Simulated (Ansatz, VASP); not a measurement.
**One calculation of Na2LuSi, two programs**

The input INCAR:

```
PREC = Accurate
ENCUT = 520
EDIFF = 1E-7
ISMEAR = 0
SIGMA = 0.1
LREAL = False
LASPH = True
NELM = 60
ALGO = Normal
ISIF = 2
LWAVE = False
LCHARG = False
GGA = PE
NBANDS = 30
```

The input KPOINTS:

```
Automatic mesh
0
Gamma
  6 6 2
```

Contents of POSCAR:

```
Na2LuSi
1.0
    3.2063329300      0.0000000000      0.0000000000
    0.0000000000      3.2063329300      0.0000000000
    0.0000000000      0.0000000000      7.5905970400
Na Lu Si
2 1 1
Direct
    0.5000000000      0.5000000000      0.7031949200
    0.5000000000      0.5000000000      0.2968050800
    0.5000000000      0.5000000000      0.0000000000
    0.0000000000      0.0000000000      0.5000000000
```

Input for Ansatz:

```yaml
crystal:
  lattice:
    - [3.20633293, 0.0, 0.0]
    - [0.0, 3.20633293, 0.0]
    - [0.0, 0.0, 7.59059704]
  atoms:
    - { symbol: Na, position: [0.5, 0.5, 0.70319492] }
    - { symbol: Na, position: [0.5, 0.5, 0.29680508] }
    - { symbol: Lu, position: [0.5, 0.5, 0.0] }
    - { symbol: Si, position: [0.0, 0.0, 0.5] }
basis:
  ecutwfc: 420
kpoints:
  mp_grid: { grid: [6, 6, 2] }
hamiltonian:
  xc: pbe
scf:
  occupations: { method: gaussian, width: 0.1 }
  lower_state_search: "off"
output:
  forces: true
  stress: true
  eigenvalues: true
```

Alike in both runs: task single point; functional PBE; k mesh 6 × 6 × 2; occupations gaussian, width 0.1 eV; no spin polarisation.

```csv
,VASP,Ansatz
version,VASP 6.6.1,Ansatz 0.2.0
potentials or method,"VASP PAW PBE potentials, release 64 (Na_pv, Lu, Si), cutoff 520 eV","scalar-relativistic, plane waves, PAW"
valence electrons in the cell,43,47
```

Ansatz gave:

| Item | Value |
| --- | --- |
| gap on the k mesh at the Fermi level (eV) | none |
| pressure (GPa) | 16.9 |
| traceless stress, the component that is largest in VASP (GPa) | 27.46 |
| rms of the force components (eV/Å) | 0.999 |

Which values does VASP return?

gap on the k mesh at the Fermi level (eV): none; pressure (GPa): 17.2; traceless stress, the component that is largest in VASP (GPa): 27.85; rms of the force components (eV/Å): 1.025.

Atom by atom the forces differ by 0.026 eV/Å (rms over components). A gap of «none» marks a metal or a gap that the smearing closes. VASP's potentials hold 43 valence electrons a cell and Ansatz's 47, so a difference there can come from the potentials and not from the codes.

The k mesh is coarse, so the values compare programs but aren't converged. Neither program's run includes spin-orbit coupling.
